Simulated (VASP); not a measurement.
# Ge3Pt (Pm-3n) in VASP: notebook

Ge3Pt is run at these levels: PBE; tasks: relaxation of cell and atoms, single point.

All numbers are computed with VASP 6.6.1; they aren't measurements. Logs are shortened: lines on timing, memory, paths and dates and some standing lists are left out, and cuts for length are marked.

**1. The cell of the first run**

Symmetry: Pm-3n, No. 223, cubic system. The conventional cell has a = 5.075 Å, b = 5.075 Å, c = 5.075 Å, α = 90.00°, β = 90.00°, γ = 90.00°. Ge (site symmetry -4m2) has 10 Ge at 2.54 to 3.11 Å and 4 Pt at 2.84 Å within 3.3 Å. Within 3.7 Å of Pt (site symmetry m-3) lie 12 Ge at 2.84 Å.

The cell was built from a structure type or drawn by symmetry, and may not be a known phase.

**2. Relaxation of cell and atoms, PBE**

Contents of INCAR:

```
SYSTEM = Ge3Pt
ALGO     = Normal         ! electronic algorithm
EDIFF    = 1E-6           ! SCF threshold, eV
EDIFFG   = -0.04          ! ionic threshold
ENCUT    = 600            ! plane-wave cutoff, eV
GGA      = PE             ! functional
IBRION   = 2              ! ionic algorithm
ISIF     = 3              ! what is computed and relaxed
ISMEAR   = 0              ! smearing method
LASPH    = .TRUE.         ! aspherical terms in the spheres
LCHARG   = .FALSE.        ! write CHGCAR
LREAL    = .FALSE.        ! projectors in reciprocal space
LWAVE    = .FALSE.        ! write WAVECAR
NELM     = 80             ! most SCF steps
NSW      = 90             ! ionic steps
PREC     = Accurate       ! precision mode
SIGMA    = 0.1            ! smearing width, eV
```

Contents of KPOINTS:

```
k-points
0
G
  4 4 4
  0 0 0
```

Contents of POSCAR:

```
Ge3Pt
1.0
    5.0748741000      0.0000000000      0.0000000000
    0.0000000000      5.0748741000      0.0000000000
    0.0000000000      0.0000000000      5.0748741000
Ge Pt
6 2
Direct
    0.2500000000      0.0000000000      0.5000000000
    0.5000000000      0.7500000000      0.0000000000
    0.7500000000      0.0000000000      0.5000000000
    0.5000000000      0.2500000000      0.0000000000
    0.0000000000      0.5000000000      0.7500000000
    0.0000000000      0.5000000000      0.2500000000
    0.0000000000      0.0000000000      0.0000000000
    0.5000000000      0.5000000000      0.5000000000
```

Potentials or basis: VASP PAW PBE potentials, release 64 (Ge_d, Pt).

On the command line:

```sh
$ cat potpaw_PBE.64/Ge_d/POTCAR potpaw_PBE.64/Pt/POTCAR > POTCAR
$ mpirun -np 1 vasp_std > vasp.out
```

OUTCAR:

```text
SYSTEM = Ge3Pt
   EDIFF = 1E-6
   EDIFFG = -0.04
   ENCUT = 600
   GGA = PE
   IBRION = 2
   ISIF = 3
   ISMEAR = 0
   LASPH = .TRUE.
   LREAL = .FALSE.
   NELM = 80
   NSW = 90
   PREC = Accurate

 ion  position               nearest neighbor table
   1  0.250  0.000  0.500-   3 2.54   3 2.54   8 2.84   7 2.84   8 2.84   7 2.84
   2  0.500  0.750  0.000-   4 2.54   4 2.54   8 2.84   8 2.84   7 2.84   7 2.84
   3  0.750  0.000  0.500-   1 2.54   1 2.54   8 2.84   7 2.84   8 2.84   7 2.84
   4  0.500  0.250  0.000-   2 2.54   2 2.54   8 2.84   8 2.84   7 2.84   7 2.84
   5  0.000  0.500  0.750-   6 2.54   6 2.54   8 2.84   7 2.84   7 2.84   8 2.84
   6  0.000  0.500  0.250-   5 2.54   5 2.54   8 2.84   7 2.84   7 2.84   8 2.84
   7  0.000  0.000  0.000-   1 2.84   2 2.84   3 2.84   4 2.84   5 2.84   6 2.84   1 2.84   3 2.84
                             5 2.84   6 2.84   2 2.84   4 2.84
   8  0.500  0.500  0.500-   1 2.84   2 2.84   3 2.84   4 2.84   5 2.84   6 2.84   2 2.84   4 2.84
                             1 2.84   3 2.84   5 2.84   6 2.84

  LATTYP: Found a simple cubic cell.
 ALAT       =     5.0748741000

  Lattice vectors:

 A1 = (   5.0748741000,   0.0000000000,   0.0000000000)
 A2 = (   0.0000000000,   5.0748741000,   0.0000000000)
 A3 = (   0.0000000000,   0.0000000000,   5.0748741000)

Analysis of symmetry for initial positions (statically):
=====================================================================
 Subroutine PRICEL returns:
 Original cell was already a primitive cell.

 Routine SETGRP: Setting up the symmetry group for a
 simple cubic supercell.

 Subroutine GETGRP returns: Found 48 space group operations
 (whereof 24 operations were pure point group operations)
 out of a pool of 48 trial point group operations.

The static configuration has the point symmetry T_h .
 The point group associated with its full space group is O_h .

Analysis of symmetry for dynamics (positions and initial velocities):
=====================================================================
 Subroutine PRICEL returns:
 Original cell was already a primitive cell.

 Routine SETGRP: Setting up the symmetry group for a
 simple cubic supercell.

 Subroutine GETGRP returns: Found 48 space group operations
 (whereof 24 operations were pure point group operations)
 out of a pool of 48 trial point group operations.

The dynamic configuration has the point symmetry T_h .
 The point group associated with its full space group is O_h .

 Subroutine INISYM returns: Found 48 space group operations
 (whereof 24 operations are pure point group operations),
 and found     1 'primitive' translations

----------------------------------------------------------------------------------------

                                     Primitive cell

[... 83 lines left out ...]
   LSORBIT =      F    spin-orbit coupling
   LASPH  =      T    aspherical Exc in radial PAW
   ENCUT  =  600.0 eV  44.10 Ry    6.64 a.u.  10.14 10.14 10.14*2*pi/ulx,y,z
   NELM   =     80;   NELMIN=  2; NELMDL= -5     # of ELM steps
   EDIFF  = 0.1E-05   stopping-criterion for ELM
   LREAL  =      F    real-space projection
   EDIFFG = -.4E-01   stopping-criterion for IOM
   NSW    =     90    number of steps for IOM
   IBRION =      2    ionic relax: 0-MD 1-quasi-New 2-CG
   NFREE  =      1    steps in history (QN), initial steepest desc. (CG)
   ISIF   =      3    stress and relaxation
   ISYM   =      2    0-nonsym 1-usesym 2-fastsym
   POTIM  = 0.5000    time-step for ionic-motion
   TEBEG  =    0.0;   TEEND  =   0.0 temperature during run
   PSTRESS=    0.0 pullay stress
   NELECT =     104.0000    total number of electrons
   NUPDOWN=      -1.0000    fix difference up-down
   EMIN   =  10.00;   EMAX   =-10.00  energy-range for DOS
   EFERMI =   0.00;   METHOD = LEGACY
   ISMEAR =     0;   SIGMA  =   0.10  broadening in eV -4-tet -1-fermi 0-gaus
   EFERMI_NEDOS =   21; number of points for ismear=-14 and -15
   IALGO  =     38    algorithm
   IMIX   =      4    mixing-type and parameters
     AMIX     =   0.40;   BMIX     =  1.00
     AMIX_MAG =   1.60;   BMIX_MAG =  1.00
  volume/ion in A,a.u.               =      16.34       110.25
  Fermi-wavevector in a.u.,A,eV,Ry     =   1.517029  2.866770 31.312152  2.301378
  Thomas-Fermi vector in A             =   2.626340
   LORBIT       =      0    0 simple, 1 ext, 2 COOP (PROOUT), +10 PAW based schemes
   GGA     = PE    functional components
   LHFCALC =     F    Hartree Fock is set to
   AEXX    =    0.0000 exact exchange contribution
   IVDW    =     0    specifies the selected vdW correction
   LEPSILON=     F    determine dielectric tensor
   LRPA    =     F    only Hartree local field effects (RPA)
 conjugate gradient relaxation of ions
 non-spin polarized calculation
 Gauss-broadening in eV      SIGMA  =   0.10
  energy-cutoff  :      600.00
  volume of cell :      130.70
 maximum number of plane-waves:      4388
 NGX is ok and might be reduce to    42
   NGX = 21   NGY = 21   NGZ = 21

--------------------------------------- Ionic step        1  -------------------------------------------

 number of electron     104.0000096 magnetization

 Free energy of the ion-electron system (eV)
  ---------------------------------------------------
  ext. energy  EPLUGINS =         0.00000000
  ---------------------------------------------------
  free energy    TOTEN  =       -38.05270523 eV

  energy without entropy =      -38.04130493  energy(sigma->0) =      -38.04700508

------------------------ aborting loop because EDIFF is reached ----------------------------------------

  FORCE on cell =-STRESS in cart. coord.  units (eV):
  Direction    XX          YY          ZZ          XY          YZ          ZX
  --------------------------------------------------------------------------------------
  -------------------------------------------------------------------------------------
  Total        9.6181578      9.6181578      9.6181578     -0.0000000      0.0000000     -0.0000000
  in kB      117.9034902    117.9034902    117.9034902     -0.0000000      0.0000000     -0.0000000
  external PRESSURE =     117.9034902 kB  Pullay stress =       0.0000000 kB
[... 71 lines left out ...]
--------------------------------------- Ionic step        3  -------------------------------------------

 number of electron     103.9999931 magnetization

 Free energy of the ion-electron system (eV)
  ---------------------------------------------------
  ext. energy  EPLUGINS =         0.00000000
  ---------------------------------------------------
  free energy    TOTEN  =       -38.48317774 eV

  energy without entropy =      -38.46720439  energy(sigma->0) =      -38.47519106

 E-fermi :   7.7806     XC(G=0): -11.7567

 val. band max:        7.7648299492   @ k =   0.2500   0.0000   0.0000
 cond. band min:       7.7880088589   @ k =   0.5000   0.2500   0.0000
 fundamental gap:      0.0231789096
 Fermi energy:         7.7806362867

 k-point     1 :       0.0000    0.0000    0.0000
  band No.  band energies     occupation
      1     -17.1992      2.00000
      2     -17.1924      2.00000
      3     -17.1924      2.00000
      4     -17.1084      2.00000
      5     -17.1084      2.00000
      6     -17.1084      2.00000
[... 674 lines left out ...]
  FREE ENERGIE OF THE ION-ELECTRON SYSTEM (eV)
  ---------------------------------------------------
  free  energy   TOTEN  =       -38.4831777415 eV

  energy  without entropy=      -38.4672043870  energy(sigma->0) =      -38.47519106

 reached required accuracy - stopping structural energy minimisation
```

Wall time 2.9 min (1 thread of Intel Xeon 6975P-C (Granite Rapids), shared host); peak memory 0.31 GiB.

Results:

```
Free energy                           : -38.4832 eV
Relaxed volume                        : 17.94 Å³/atom
Relaxed cell                          : a = 5.236 Å, b = 5.236 Å, c = 5.236 Å, α = 90.00°, β = 90.00°, γ = 90.00°
Space group after relaxing (to 0.1 Å) : Pm-3n (No. 223)
Energy gained by relaxing             : 53.8 meV/atom
Ionic steps                           : 3
Pressure after relaxing               : -0.1 GPa
Band gap on the k mesh                : zero (bands 52 and 53 overlap by 1.74 eV)
```

The path:
```csv
step,energy change (eV),largest force (eV/Å),pressure (GPa),volume (Å³)
1,0.0000,0.0000,11.79,130.70
2,-0.1832,0.0000,-6.47,154.79
3,-0.4305,0.0000,-0.09,143.54
```

Final structure:
```
CELL_PARAMETERS angstrom
5.23589 0.00000 0.00000
0.00000 5.23589 0.00000
0.00000 0.00000 5.23589
ATOMIC_POSITIONS crystal
Ge 0.25000 0.00000 0.50000
Ge 0.50000 0.75000 0.00000
Ge 0.75000 0.00000 0.50000
Ge 0.50000 0.25000 0.00000
Ge 0.00000 0.50000 0.75000
Ge 0.00000 0.50000 0.25000
Pt 0.00000 0.00000 0.00000
Pt 0.50000 0.50000 0.50000
```

Levels at points of the mesh, in eV from the Fermi level:
```csv
k point,band 49,band 50,band 51,band 52,band 53,band 54,band 55,band 56
"(0.00, 0.00, 0.00)",-1.63,-1.63,-0.85,-0.85,0.51,0.51,0.51,1.81
"(0.50, 0.00, 0.00)",-1.76,-1.76,-0.33,-0.33,0.58,0.58,1.52,1.52
"(0.50, 0.50, 0.00)",-1.22,-1.09,-1.09,0.20,0.26,1.49,1.77,2.00
"(0.50, 0.50, 0.50)",1.03,1.03,1.03,1.03,1.03,1.03,2.93,2.93
```

Caveat: spin-orbit coupling is left out, which moves the levels of the heavy elements.

[end of part 1 of 2]
